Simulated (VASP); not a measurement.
# HfC (Fm-3m) in VASP: a series of runs

Runs on HfC. Level: PBE. Tasks: single point, relaxation of cell and atoms.

All numbers are computed with VASP 6.6.1; they aren't measurements. Logs are shortened: lines on timing, memory, paths and dates and some standing lists are left out, and cuts for length are marked.

**1. The cell of the first run**

It takes space group Fm-3m (No. 225, cubic). Conventional cell: a = 4.802 Å, b = 4.802 Å, c = 4.802 Å, α = 90.00°, β = 90.00°, γ = 90.00°. Within 3.2 Å of Hf (site symmetry m-3m) lie 6 C at 2.40 Å. C (site symmetry m-3m) has 6 Hf at 2.40 Å within 3.2 Å.

**2. Single point, PBE (volume scaled by 1.10)**

INCAR

```
SYSTEM = HfC
PREC = Accurate
ENCUT = 520
EDIFF = 1E-7
ISMEAR = 0
SIGMA = 0.1
LREAL = .FALSE.
LASPH = .TRUE.
NELM = 100
ALGO = Normal
ISIF = 2
LWAVE = .FALSE.
LCHARG = .FALSE.
GGA = PE
NBANDS = 14
```

KPOINTS

```
Automatic mesh
0
G
  16 16 16
  0 0 0
```

POSCAR

```
HfC
1.0
    0.0000000000      2.4008220878      2.4008220878
    2.4008220878      0.0000000000      2.4008220878
    2.4008220878      2.4008220878      0.0000000000
Hf C
1 1
Direct
    0.5000000000      0.5000000000      0.5000000000
    0.0000000000      0.0000000000      0.0000000000
```

Potentials or basis: VASP PAW PBE potentials, release 64 (Hf_pv, C).

Started as:

```console
$ cat potpaw_PBE.64/Hf_pv/POTCAR potpaw_PBE.64/C/POTCAR > POTCAR
$ mpirun -np 1 vasp_std > vasp.out
```

OUTCAR:

```text
SYSTEM = HfC
   PREC = Accurate
   ENCUT = 520
   EDIFF = 1E-7
   ISMEAR = 0
   LREAL = .FALSE.
   LASPH = .TRUE.
   NELM = 100
   ISIF = 2
   GGA = PE

 ion  position               nearest neighbor table
   1  0.500  0.500  0.500-   2 2.40   2 2.40   2 2.40   2 2.40   2 2.40   2 2.40
   2  0.000  0.000  0.000-   1 2.40   1 2.40   1 2.40   1 2.40   1 2.40   1 2.40

  LATTYP: Found a face centered cubic cell.
 ALAT       =     4.8016441756

  Lattice vectors:

 A1 = (   0.0000000000,   2.4008220878,   2.4008220878)
 A2 = (   2.4008220878,   0.0000000000,   2.4008220878)
 A3 = (   2.4008220878,   2.4008220878,   0.0000000000)

Analysis of symmetry for initial positions (statically):
=====================================================================
 Subroutine PRICEL returns:
 Original cell was already a primitive cell.

 Routine SETGRP: Setting up the symmetry group for a
 face centered cubic supercell.

 Subroutine GETGRP returns: Found 48 space group operations
 (whereof 48 operations were pure point group operations)
 out of a pool of 48 trial point group operations.

The static configuration has the point symmetry O_h .

Analysis of symmetry for dynamics (positions and initial velocities):
=====================================================================
 Subroutine PRICEL returns:
 Original cell was already a primitive cell.

 Routine SETGRP: Setting up the symmetry group for a
 face centered cubic supercell.

 Subroutine GETGRP returns: Found 48 space group operations
 (whereof 48 operations were pure point group operations)
 out of a pool of 48 trial point group operations.

The dynamic configuration has the point symmetry O_h .

 Subroutine INISYM returns: Found 48 space group operations
 (whereof 48 operations are pure point group operations),
 and found     1 'primitive' translations

----------------------------------------------------------------------------------------

                                     Primitive cell

  volume of cell :      27.6764

  direct lattice vectors                    reciprocal lattice vectors
     0.000000000  2.400822088  2.400822088    -0.208261996  0.208261996  0.208261996
     2.400822088  0.000000000  2.400822088     0.208261996 -0.208261996  0.208261996
     2.400822088  2.400822088  0.000000000     0.208261996  0.208261996 -0.208261996

  length of vectors
     3.395275157  3.395275157  3.395275157     0.360720358  0.360720358  0.360720358

  position of ions in fractional coordinates (direct lattice)
     0.500000000  0.500000000  0.500000000
     0.000000000  0.000000000  0.000000000

  ion indices of the primitive-cell ions
   primitive index   ion index
                 1           1
                 2           2

----------------------------------------------------------------------------------------

 KPOINTS: Automatic mesh

Automatic generation of k-mesh.
 Grid dimensions read from file:
 generate k-points for:   16   16   16

 Generating k-lattice:

  Cartesian coordinates                     Fractional coordinates (reciprocal lattice)
    -0.013016375  0.013016375  0.013016375     0.062500000  0.000000000  0.000000000
     0.013016375 -0.013016375  0.013016375     0.000000000  0.062500000  0.000000000
     0.013016375  0.013016375 -0.013016375     0.000000000  0.000000000  0.062500000

  Length of vectors
     0.022545022  0.022545022  0.022545022

  Shift w.r.t. Gamma in fractional coordinates (k-lattice)
     0.000000000  0.000000000  0.000000000

 Subroutine IBZKPT returns following result:
 ===========================================

 Found    145 irreducible k-points:

 Following reciprocal coordinates:
            Coordinates               Weight
  0.000000  0.000000  0.000000      1.000000
  0.062500  0.000000  0.000000      8.000000
  0.125000  0.000000  0.000000      8.000000
  0.187500  0.000000  0.000000      8.000000
  0.250000  0.000000  0.000000      8.000000
  0.312500  0.000000  0.000000      8.000000
[... 16 lines left out ...]
 -0.125000  0.062500  0.000000     24.000000
 -0.062500  0.062500  0.000000     12.000000
 [... further k-points ...]
   k-points           NKPTS =    145   k-points in BZ     NKDIM =    145   number of bands    NBANDS=     14
   number of dos      NEDOS =    301   number of ions     NIONS =      2
   total plane-waves  NPLWV =  21952
   dimension x,y,z NGX =    28 NGY =   28 NGZ =   28
   dimension x,y,z NGXF=    56 NGYF=   56 NGZF=   56
   ions per type =               1   1
   NGX,Y,Z   is equivalent  to a cutoff of  13.71, 13.71, 13.71 a.u.
   NGXF,Y,Z  is equivalent  to a cutoff of  27.42, 27.42, 27.42 a.u.
 SYSTEM =  HfC
   PREC   = accura    normal or accurate (medium, high low for compatibility)
   ISTART =      0    job   : 0-new  1-cont  2-samecut
   ICHARG =      2    charge: 1-file 2-atom 10-const
   ISPIN  =      1    spin polarized calculation?
   LNONCOLLINEAR =      F non collinear calculations
   LSORBIT =      F    spin-orbit coupling
   LASPH  =      T    aspherical Exc in radial PAW
   ENCUT  =  520.0 eV  38.22 Ry    6.18 a.u.   6.31  6.31  6.31*2*pi/ulx,y,z
   NELM   =    100;   NELMIN=  2; NELMDL= -5     # of ELM steps
   EDIFF  = 0.1E-06   stopping-criterion for ELM
   LREAL  =      F    real-space projection
   EDIFFG = 0.1E-05   stopping-criterion for IOM
   NSW    =      0    number of steps for IOM
   IBRION =     -1    ionic relax: 0-MD 1-quasi-New 2-CG
   NFREE  =      0    steps in history (QN), initial steepest desc. (CG)
   ISIF   =      2    stress and relaxation
   ISYM   =      2    0-nonsym 1-usesym 2-fastsym
   POTIM  = 0.5000    time-step for ionic-motion
   TEBEG  =    0.0;   TEEND  =   0.0 temperature during run
   PSTRESS=    0.0 pullay stress
   NELECT =      14.0000    total number of electrons
   NUPDOWN=      -1.0000    fix difference up-down
   EMIN   =  10.00;   EMAX   =-10.00  energy-range for DOS
   EFERMI =   0.00;   METHOD = LEGACY
   ISMEAR =     0;   SIGMA  =   0.10  broadening in eV -4-tet -1-fermi 0-gaus
   EFERMI_NEDOS =   21; number of points for ismear=-14 and -15
   IALGO  =     38    algorithm
   IMIX   =      4    mixing-type and parameters
     AMIX     =   0.40;   BMIX     =  1.00
     AMIX_MAG =   1.60;   BMIX_MAG =  1.00
  volume/ion in A,a.u.               =      13.84        93.38
  Fermi-wavevector in a.u.,A,eV,Ry     =   1.304410  2.464978 23.150123  1.701486
  Thomas-Fermi vector in A             =   2.435348
   LORBIT       =      0    0 simple, 1 ext, 2 COOP (PROOUT), +10 PAW based schemes
   GGA     = PE    functional components
   LHFCALC =     F    Hartree Fock is set to
   AEXX    =    0.0000 exact exchange contribution
   IVDW    =     0    specifies the selected vdW correction
   LEPSILON=     F    determine dielectric tensor
   LRPA    =     F    only Hartree local field effects (RPA)
 non-spin polarized calculation
 Gauss-broadening in eV      SIGMA  =   0.10
  energy-cutoff  :      520.00
  volume of cell :       27.68
 maximum number of plane-waves:       757
 NGX is ok and might be reduce to    28
   NGX = 13   NGY = 13   NGZ = 13

 number of electron      14.0000000 magnetization

 Free energy of the ion-electron system (eV)
  ---------------------------------------------------
  ext. energy  EPLUGINS =         0.00000000
  ---------------------------------------------------
  free energy    TOTEN  =       -20.87780567 eV

  energy without entropy =      -20.87596748  energy(sigma->0) =      -20.87688658

 E-fermi :   5.2263     XC(G=0): -11.8172

 val. band max:        5.2024424834   @ k =  -0.0625   0.0625   0.0000
 cond. band min:       5.2407532500   @ k =   0.0625   0.0625   0.0000
 fundamental gap:      0.0383107666
 Fermi energy:         5.2262572301

 k-point     1 :       0.0000    0.0000    0.0000
  band No.  band energies     occupation
      1     -24.8048      2.00000
      2     -24.8048      2.00000
      3     -24.8048      2.00000
      4      -6.5873      2.00000
      5       6.1856      0.00000
      6       6.1856      0.00000
      7       6.1856      0.00000
      8       6.5822      0.00000
      9       6.5822      0.00000
     10       6.5822      0.00000
     11       8.3241      0.00000
     12       8.3241      0.00000
     13      10.9645      0.00000
     14      15.9558      0.00000

 k-point     2 :       0.0625    0.0000    0.0000
  band No.  band energies     occupation
      1     -24.8234      2.00000
      2     -24.8068      2.00000
      3     -24.8068      2.00000
      4      -6.5025      2.00000
      5       5.4956      0.00014
      6       5.7241      0.00000
      7       5.7241      0.00000
      8       6.7766      0.00000
      9       6.7766      0.00000
     10       7.0148      0.00000
     11       8.7715      0.00000
     12       8.7715      0.00000
     13      11.2060      0.00000
     14      16.1999      0.00000

 k-point     3 :       0.1250    0.0000    0.0000
  band No.  band energies     occupation
      1     -24.8757      2.00000
      2     -24.8122      2.00000
      3     -24.8122      2.00000
      4      -6.2541      2.00000
      5       4.4865      2.00000
      6       4.9960      1.99887
      7       4.9960      1.99887
      8       7.0777      0.00000
      9       7.0777      0.00000
     10       7.3753      0.00000
     11       9.7305      0.00000
     12       9.7305      0.00000
     13      11.8209      0.00000
     14      16.8714      0.00000
[... 324 lines left out ...]
 k-point    23 :      -0.1250    0.0625    0.0000
  band No.  band energies     occupation
      1     -24.9062      2.00000
      2     -24.8295      2.00000
      3     -24.8103      2.00000
      4      -6.0703      2.00000
      5       3.9471      2.00000
      6       4.5198      2.00000
      7       4.7445      2.00000
      8       6.9799      0.00000
      9       7.5632      0.00000
     10       7.7784      0.00000
     11       9.4821      0.00000
     12      10.7549      0.00000
     13      12.3114      0.00000
     14      17.3385      0.00000

 k-point    24 :      -0.0625    0.0625    0.0000
  band No.  band energies     occupation
      1     -24.8490      2.00000
      2     -24.8174      2.00000
      3     -24.8065      2.00000
      4      -6.3642      2.00000
      5       4.8801      2.00000
      6       5.2024      1.26373
      7       5.3127      0.22150
      8       6.7263      0.00000
      9       7.3013      0.00000
     10       7.3161      0.00000
     11       8.8278      0.00000
     12       9.6639      0.00000
     13      11.6041      0.00000
     14      16.5867      0.00000

 [... further k-points ...]

------------------------ aborting loop because EDIFF is reached ----------------------------------------

  FORCE on cell =-STRESS in cart. coord.  units (eV):
  Direction    XX          YY          ZZ          XY          YZ          ZX
  --------------------------------------------------------------------------------------
  -------------------------------------------------------------------------------------
  Total       -3.3293962     -3.3293962     -3.3293962     -0.0000000     -0.0000000      0.0000000
  in kB     -192.7374595   -192.7374595   -192.7374595     -0.0000000     -0.0000000      0.0000000
  external PRESSURE =    -192.7374595 kB  Pullay stress =       0.0000000 kB

 VOLUME and BASIS-vectors are now :
 -----------------------------------------------------------------------------
  energy-cutoff  :      520.00
  volume of cell :       27.68
      direct lattice vectors                 reciprocal lattice vectors
     0.000000000  2.400822088  2.400822088    -0.208261996  0.208261996  0.208261996
     2.400822088  0.000000000  2.400822088     0.208261996 -0.208261996  0.208261996
     2.400822088  2.400822088  0.000000000     0.208261996  0.208261996 -0.208261996

 POSITION                                       TOTAL-FORCE (eV/Angst)
 -----------------------------------------------------------------------------------
      2.40082      2.40082      2.40082         0.000000     -0.000000      0.000000
      0.00000      0.00000      0.00000        -0.000000      0.000000     -0.000000
 -----------------------------------------------------------------------------------
    total drift:                                0.000000      0.000000      0.000000

  FREE ENERGIE OF THE ION-ELECTRON SYSTEM (eV)
  ---------------------------------------------------
  free  energy   TOTEN  =       -20.8778056723 eV

  energy  without entropy=      -20.8759674792  energy(sigma->0) =      -20.87688658
```

Run time: 76 s. Hardware: 1 thread of Intel Xeon Platinum 8259CL at 2.50GHz (Skylake/Cascade Lake), shared host; peak memory 0.2 GiB.

Results:

| Quantity | Value |
| --- | --- |
| Free energy | -20.8778 eV |
| Pressure | -19.3 GPa |
| Band gap on the k mesh | zero (band 7 reaches 6.19 eV, above the bottom of band 8 at 4.84 eV) |

Levels at points of the mesh, in eV from the Fermi level:
```
           k point  band 3  band 4  band 5  band 6  band 7  band 8  band 9  band 10  band 11  band 12
(0.00, 0.00, 0.00)  -30.03  -11.81    0.96    0.96    0.96    1.36    1.36     1.36     3.10     3.10
(0.50, 0.00, 0.00)  -30.08   -8.60   -5.70   -2.66   -2.66    4.77    4.77     5.19     6.09    10.20
(0.50, 0.50, 0.00)  -30.19   -9.98   -2.63   -1.46   -0.17   -0.17    4.77     5.99     5.99     7.27
```

Caveat: spin-orbit coupling is left out, which moves the levels of the heavy elements.

(Continued in part 2 of 2.)
